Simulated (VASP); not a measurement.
# SiSn7 (P-43m) in VASP: a series of runs

SiSn7 is run at these levels: PBE; tasks: single point, relaxation of cell and atoms.

Everything below comes from runs of VASP 6.6.1. Logs are shortened: lines on timing, memory, paths and dates and some standing lists are left out, and cuts for length are marked.

### Step 1. The cell of the first run

Symmetry: P-43m, No. 215, cubic system. Conventional cell: a = 6.518 Å, b = 6.518 Å, c = 6.518 Å, α = 90.00°, β = 90.00°, γ = 90.00°. Within 3.6 Å of Si (site symmetry -43m) lie 4 Sn at 2.69 Å. Sn (site symmetry -42m) has 4 Sn at 2.87 Å within 3.8 Å. Sn (site symmetry 3m) has 1 Si at 2.69 Å and 3 Sn at 2.87 Å within 3.6 Å.

### Step 2. Single point, PBE

INCAR

```
SYSTEM = SiSn7
PREC = Accurate ; ENCUT = 520
EDIFF = 1E-6 ; ISMEAR = 0
SIGMA = 0.2 ; LREAL = .FALSE.
LASPH = .TRUE. ; NELM = 80
ALGO = Normal ; ISIF = 2
LWAVE = .FALSE. ; LCHARG = .TRUE.
GGA = PE ; LELF = .TRUE.
LVHAR = .TRUE. ; NBANDS = 61
```

KPOINTS

```
Automatic mesh
0
G
  3 3 3
  0 0 0
```

POSCAR

```
SiSn7
1.0
    6.5184638919      0.0000000000      0.0000000000
    0.0000000000      6.5184638919      0.0000000000
    0.0000000000      0.0000000000      6.5184638919
Si Sn
1 7
Direct
    0.0000000000      0.0000000000      0.0000000000
    0.0000000000      0.5000000000      0.5000000000
    0.2384878111      0.7615121889      0.7615121889
    0.5000000000      0.0000000000      0.5000000000
    0.7615121889      0.2384878111      0.7615121889
    0.7615121889      0.7615121889      0.2384878111
    0.5000000000      0.5000000000      0.0000000000
    0.2384878111      0.2384878111      0.2384878111
```

Potentials or basis: VASP PAW PBE potentials, release 64 (Si, Sn_d).

The run is started by

```
$ cat potpaw_PBE.64/Si/POTCAR potpaw_PBE.64/Sn_d/POTCAR > POTCAR
$ mpirun -np 1 vasp_std > vasp.out
```

OUTCAR:

```text
SYSTEM = SiSn7
   PREC = Accurate
   ENCUT = 520
   EDIFF = 1E-6
   ISMEAR = 0
   LREAL = .FALSE.
   LASPH = .TRUE.
   NELM = 80
   ISIF = 2
   GGA = PE

 ion  position               nearest neighbor table
   1  0.000  0.000  0.000-   3 2.69   5 2.69   6 2.69   8 2.69
   2  0.000  0.500  0.500-   3 2.87   5 2.87   6 2.87   8 2.87
   3  0.238  0.762  0.762-   1 2.69   2 2.87   4 2.87   7 2.87
   4  0.500  0.000  0.500-   3 2.87   5 2.87   6 2.87   8 2.87
   5  0.762  0.238  0.762-   1 2.69   2 2.87   4 2.87   7 2.87
   6  0.762  0.762  0.238-   1 2.69   2 2.87   4 2.87   7 2.87
   7  0.500  0.500  0.000-   3 2.87   5 2.87   6 2.87   8 2.87
   8  0.238  0.238  0.238-   1 2.69   2 2.87   4 2.87   7 2.87

  LATTYP: Found a simple cubic cell.
 ALAT       =     6.5184638919

  Lattice vectors:

 A1 = (   6.5184638919,   0.0000000000,   0.0000000000)
 A2 = (   0.0000000000,   6.5184638919,   0.0000000000)
 A3 = (   0.0000000000,   0.0000000000,   6.5184638919)

Analysis of symmetry for initial positions (statically):
=====================================================================
 Subroutine PRICEL returns:
 Original cell was already a primitive cell.

 Routine SETGRP: Setting up the symmetry group for a
 simple cubic supercell.

 Subroutine GETGRP returns: Found 24 space group operations
 (whereof 24 operations were pure point group operations)
 out of a pool of 48 trial point group operations.

The static configuration has the point symmetry T_d .

Analysis of symmetry for dynamics (positions and initial velocities):
=====================================================================
 Subroutine PRICEL returns:
 Original cell was already a primitive cell.

 Routine SETGRP: Setting up the symmetry group for a
 simple cubic supercell.

 Subroutine GETGRP returns: Found 24 space group operations
 (whereof 24 operations were pure point group operations)
 out of a pool of 48 trial point group operations.

The dynamic configuration has the point symmetry T_d .

 Subroutine INISYM returns: Found 24 space group operations
 (whereof 24 operations are pure point group operations),
 and found     1 'primitive' translations

----------------------------------------------------------------------------------------

                                     Primitive cell

[... 83 lines left out ...]
   EDIFFG = 0.1E-04   stopping-criterion for IOM
   NSW    =      0    number of steps for IOM
   IBRION =     -1    ionic relax: 0-MD 1-quasi-New 2-CG
   NFREE  =      0    steps in history (QN), initial steepest desc. (CG)
   ISIF   =      2    stress and relaxation
   ISYM   =      2    0-nonsym 1-usesym 2-fastsym
   POTIM  = 0.5000    time-step for ionic-motion
   TEBEG  =    0.0;   TEEND  =   0.0 temperature during run
   PSTRESS=    0.0 pullay stress
   NELECT =     102.0000    total number of electrons
   NUPDOWN=      -1.0000    fix difference up-down
   EMIN   =  10.00;   EMAX   =-10.00  energy-range for DOS
   EFERMI =   0.00;   METHOD = LEGACY
   ISMEAR =     0;   SIGMA  =   0.20  broadening in eV -4-tet -1-fermi 0-gaus
   EFERMI_NEDOS =   21; number of points for ismear=-14 and -15
   IALGO  =     38    algorithm
   IMIX   =      4    mixing-type and parameters
     AMIX     =   0.40;   BMIX     =  1.00
     AMIX_MAG =   1.60;   BMIX_MAG =  1.00
  volume/ion in A,a.u.               =      34.62       233.64
  Fermi-wavevector in a.u.,A,eV,Ry     =   1.173446  2.217491 18.734876  1.376975
  Thomas-Fermi vector in A             =   2.309858
   LORBIT       =      0    0 simple, 1 ext, 2 COOP (PROOUT), +10 PAW based schemes
   GGA     = PE    functional components
   LHFCALC =     F    Hartree Fock is set to
   AEXX    =    0.0000 exact exchange contribution
   IVDW    =     0    specifies the selected vdW correction
   LEPSILON=     F    determine dielectric tensor
   LRPA    =     F    only Hartree local field effects (RPA)
 non-spin polarized calculation
 Gauss-broadening in eV      SIGMA  =   0.20
  energy-cutoff  :      520.00
  volume of cell :      276.97
 maximum number of plane-waves:      7479
   NGX = 25   NGY = 25   NGZ = 25

 number of electron     101.9999996 magnetization

 Free energy of the ion-electron system (eV)
  ---------------------------------------------------
  ext. energy  EPLUGINS =         0.00000000
  ---------------------------------------------------
  free energy    TOTEN  =       -31.73637581 eV

  energy without entropy =      -31.70457857  energy(sigma->0) =      -31.72047719

 E-fermi :   4.9533     XC(G=0):  -8.6427

 val. band max:        4.5608158972   @ k =   0.3333   0.3333   0.0000
 cond. band min:       5.0779134369   @ k =   0.3333   0.3333   0.3333
 fundamental gap:      0.5170975398
 Fermi energy:         4.9532825557

 k-point     1 :       0.0000    0.0000    0.0000
  band No.  band energies     occupation
      1     -16.5659      2.00000
      2     -16.5659      2.00000
      3     -16.5659      2.00000
      4     -16.5601      2.00000
      5     -16.5601      2.00000
      6     -16.5601      2.00000
[... 245 lines left out ...]
     60       8.2478      0.00000
     61       9.0461      0.00000

------------------------ aborting loop because EDIFF is reached ----------------------------------------

  FORCE on cell =-STRESS in cart. coord.  units (eV):
  Direction    XX          YY          ZZ          XY          YZ          ZX
  --------------------------------------------------------------------------------------
  -------------------------------------------------------------------------------------
  Total       -0.1968787     -0.1968787     -0.1968787      0.0000000      0.0000000      0.0000000
  in kB       -1.1388682     -1.1388682     -1.1388682      0.0000000      0.0000000      0.0000000
  external PRESSURE =      -1.1388682 kB  Pullay stress =       0.0000000 kB

 VOLUME and BASIS-vectors are now :
 -----------------------------------------------------------------------------
  energy-cutoff  :      520.00
  volume of cell :      276.97
      direct lattice vectors                 reciprocal lattice vectors
     6.518463892  0.000000000  0.000000000     0.153410377  0.000000000  0.000000000
     0.000000000  6.518463892  0.000000000     0.000000000  0.153410377  0.000000000
     0.000000000  0.000000000  6.518463892     0.000000000  0.000000000  0.153410377

 POSITION                                       TOTAL-FORCE (eV/Angst)
 -----------------------------------------------------------------------------------
      0.00000      0.00000      0.00000         0.000000     -0.000000     -0.000000
      0.00000      3.25923      3.25923         0.000000     -0.000000     -0.000000
      1.55457      4.96389      4.96389         0.002647     -0.002647     -0.002647
      3.25923      0.00000      3.25923         0.000000     -0.000000     -0.000000
      4.96389      1.55457      4.96389        -0.002647      0.002647     -0.002647
      4.96389      4.96389      1.55457        -0.002647     -0.002647      0.002647
      3.25923      3.25923      0.00000        -0.000000     -0.000000     -0.000000
      1.55457      1.55457      1.55457         0.002647      0.002647      0.002647
 -----------------------------------------------------------------------------------
    total drift:                                0.000000      0.000000      0.000000

  FREE ENERGIE OF THE ION-ELECTRON SYSTEM (eV)
  ---------------------------------------------------
  free  energy   TOTEN  =       -31.7363758064 eV

  energy  without entropy=      -31.7045785731  energy(sigma->0) =      -31.72047719
```

OSZICAR:

```text
N       E                     dE             d eps       ncg     rms          rms(c)
DAV:   1     0.114581202290E+04    0.11458E+04   -0.49519E+04   501   0.232E+03
DAV:   2     0.160349153559E+03   -0.98546E+03   -0.96923E+03   488   0.649E+02
DAV:   3    -0.189382616525E+02   -0.17929E+03   -0.17559E+03   529   0.227E+02
DAV:   4    -0.316420335300E+02   -0.12704E+02   -0.12565E+02   555   0.642E+01
DAV:   5    -0.319878237923E+02   -0.34579E+00   -0.34535E+00   558   0.111E+01    0.620E+00
DAV:   6    -0.317933170950E+02    0.19451E+00   -0.31856E-01   660   0.356E+00    0.358E+00
DAV:   7    -0.317288998831E+02    0.64417E-01   -0.29256E-01   518   0.314E+00    0.571E-01
DAV:   8    -0.317323618040E+02   -0.34619E-02   -0.30543E-02   639   0.133E+00    0.264E-01
DAV:   9    -0.317351675513E+02   -0.28057E-02   -0.75245E-03   508   0.713E-01    0.100E-01
DAV:  10    -0.317359666758E+02   -0.79912E-03   -0.93526E-04   561   0.368E-01    0.565E-02
DAV:  11    -0.317363387916E+02   -0.37212E-03   -0.44520E-04   740   0.119E-01    0.154E-02
DAV:  12    -0.317363689377E+02   -0.30146E-04   -0.67314E-05   545   0.829E-02    0.632E-03
DAV:  13    -0.317363748138E+02   -0.58761E-05   -0.12695E-05   444   0.174E-02    0.309E-03
DAV:  14    -0.317363758064E+02   -0.99259E-06   -0.10203E-06   337   0.791E-03
   1 F= -.31736376E+02 E0= -.31720477E+02  d E =-.317972E-01
```

It took 57 s on 1 thread of AMD EPYC 9R45 (Zen 5), shared host; peak memory 0.3 GiB.

What came out:

- Free energy: -31.7364 eV
- Pressure: -0.1 GPa
- Largest force: 0.005 eV/Å
- Band gap on the k mesh: zero (bands 51 and 52 overlap by 0.01 eV)

Forces in eV/Å, atoms in the order of the input:
```
Si   0.000  0.000  0.000
Sn   0.000  0.000  0.000
Sn   0.003 -0.003 -0.003
Sn   0.000  0.000  0.000
Sn  -0.003  0.003 -0.003
Sn  -0.003 -0.003  0.003
Sn   0.000  0.000  0.000
Sn   0.003  0.003  0.003
```

Caveat: semilocal functionals underestimate gaps, and a narrow one can read as zero; spin-orbit coupling is left out, which moves the levels of the heavy elements.

### Step 3. Single point, PBE

This run uses another cell than the first one, of 34.42 Å³/atom.

INCAR

```
SYSTEM = SiSn7
PREC     = Accurate       ! precision mode
ENCUT    = 520            ! plane-wave cutoff, eV
EDIFF    = 1E-6           ! SCF threshold, eV
ISMEAR   = 0              ! smearing method
SIGMA    = 0.2            ! smearing width, eV
LREAL    = .FALSE.        ! projectors in reciprocal space
LASPH    = .TRUE.         ! aspherical terms in the spheres
NELM     = 100            ! most SCF steps
ALGO     = Fast           ! electronic algorithm
ISIF     = 2              ! what is computed and relaxed
LWAVE    = .FALSE.        ! write WAVECAR
LCHARG   = .FALSE.        ! write CHGCAR
GGA      = PE             ! functional
NBANDS   = 61             ! bands
```

KPOINTS

```
regular mesh
0
G
  4 4 4
  0 0 0
```

POSCAR

```
SiSn7
1.0
    6.5054857021      0.0000000000      0.0000000000
    0.0000000000      6.5054857021      0.0000000000
    0.0000000000      0.0000000000      6.5054857021
Si Sn
1 7
Direct
    0.0000000000      0.0000000000      0.0000000000
    1.0000000000      0.5000000000      0.5000000000
    0.2384759430      0.7615240570      0.7615240570
    0.5000000000      0.0000000000      0.5000000000
    0.7615240570      0.2384759430      0.7615240570
    0.7615240570      0.7615240570      0.2384759430
    0.5000000000      0.5000000000      0.0000000000
    0.2384759430      0.2384759430      0.2384759430
```

Potentials or basis: VASP PAW PBE potentials, release 64 (Si, Sn_d).

The run is started by

```
$ cat potpaw_PBE.64/Si/POTCAR potpaw_PBE.64/Sn_d/POTCAR > POTCAR
$ mpirun -np 1 vasp_std > vasp.out
```

OUTCAR:

```text
SYSTEM = SiSn7
   PREC = Accurate
   ENCUT = 520
   EDIFF = 1E-6
   ISMEAR = 0
   LREAL = .FALSE.
   LASPH = .TRUE.
   NELM = 100
   ISIF = 2
   GGA = PE

 ion  position               nearest neighbor table
   1  0.000  0.000  0.000-   3 2.69   5 2.69   6 2.69   8 2.69
   2  0.000  0.500  0.500-   3 2.86   5 2.86   6 2.86   8 2.86
   3  0.238  0.762  0.762-   1 2.69   2 2.86   4 2.86   7 2.86
   4  0.500  0.000  0.500-   3 2.86   5 2.86   6 2.86   8 2.86
   5  0.762  0.238  0.762-   1 2.69   2 2.86   4 2.86   7 2.86
   6  0.762  0.762  0.238-   1 2.69   2 2.86   4 2.86   7 2.86
[... 837 lines left out ...]
  Total        0.0290139      0.0290139      0.0290139      0.0000000     -0.0000000      0.0000000
  in kB        0.1688409      0.1688409      0.1688409      0.0000000     -0.0000000      0.0000000
  external PRESSURE =       0.1688409 kB  Pullay stress =       0.0000000 kB

 VOLUME and BASIS-vectors are now :
 -----------------------------------------------------------------------------
  energy-cutoff  :      520.00
  volume of cell :      275.32
      direct lattice vectors                 reciprocal lattice vectors
     6.505485702  0.000000000  0.000000000     0.153716424  0.000000000  0.000000000
     0.000000000  6.505485702  0.000000000     0.000000000  0.153716424  0.000000000
     0.000000000  0.000000000  6.505485702     0.000000000  0.000000000  0.153716424

 POSITION                                       TOTAL-FORCE (eV/Angst)
 -----------------------------------------------------------------------------------
      0.00000      0.00000      0.00000         0.000000      0.000000      0.000000
      0.00000      3.25274      3.25274         0.000000      0.000000      0.000000
      1.55140      4.95408      4.95408         0.006056     -0.006056     -0.006056
      3.25274      0.00000      3.25274         0.000000      0.000000      0.000000
      4.95408      1.55140      4.95408        -0.006056      0.006056     -0.006056
      4.95408      4.95408      1.55140        -0.006056     -0.006056      0.006056
      3.25274      3.25274      0.00000         0.000000      0.000000     -0.000000
      1.55140      1.55140      1.55140         0.006056      0.006056      0.006056
 -----------------------------------------------------------------------------------
    total drift:                                0.000000      0.000000      0.000000

  FREE ENERGIE OF THE ION-ELECTRON SYSTEM (eV)
  ---------------------------------------------------
  free  energy   TOTEN  =       -31.8378831280 eV

  energy  without entropy=      -31.8176110973  energy(sigma->0) =      -31.82774711
```

stdout:

```text
POSCAR found type information on POSCAR SiSn
 POSCAR found :  2 types and       8 ions
 scaLAPACK will be used
 LDA part: xc-table for (Slater+PW92), standard interpolation
 POSCAR, INCAR and KPOINTS ok, starting setup
 FFT: planning ... GRIDC
 FFT: planning ... GRID_SOFT
 FFT: planning ... GRID
 WAVECAR not read
 entering main loop
```

Wall time 2.1 min (1 thread of AMD EPYC 9R45 (Zen 5), shared host); peak memory 0.35 GiB.

What came out:

| Quantity | Value |
| --- | --- |
| Free energy | -31.8379 eV |
| Pressure | 0.0 GPa |
| Largest force | 0.010 eV/Å |
| Band gap on the k mesh | zero (bands 51 and 52 overlap by 0.30 eV) |

Forces in eV/Å, atoms in the order of the input:
```
Si   0.000  0.000  0.000
Sn   0.000  0.000  0.000
Sn   0.006 -0.006 -0.006
Sn   0.000  0.000  0.000
Sn  -0.006  0.006 -0.006
Sn  -0.006 -0.006  0.006
Sn   0.000  0.000  0.000
Sn   0.006  0.006  0.006
```

Caveat: semilocal functionals underestimate gaps, and a narrow one can read as zero; spin-orbit coupling is left out, which moves the levels of the heavy elements.

(Part 1 of 2 ends here.)

The gap in the log of VASP goes by the Fermi energy; the results here count the filled bands.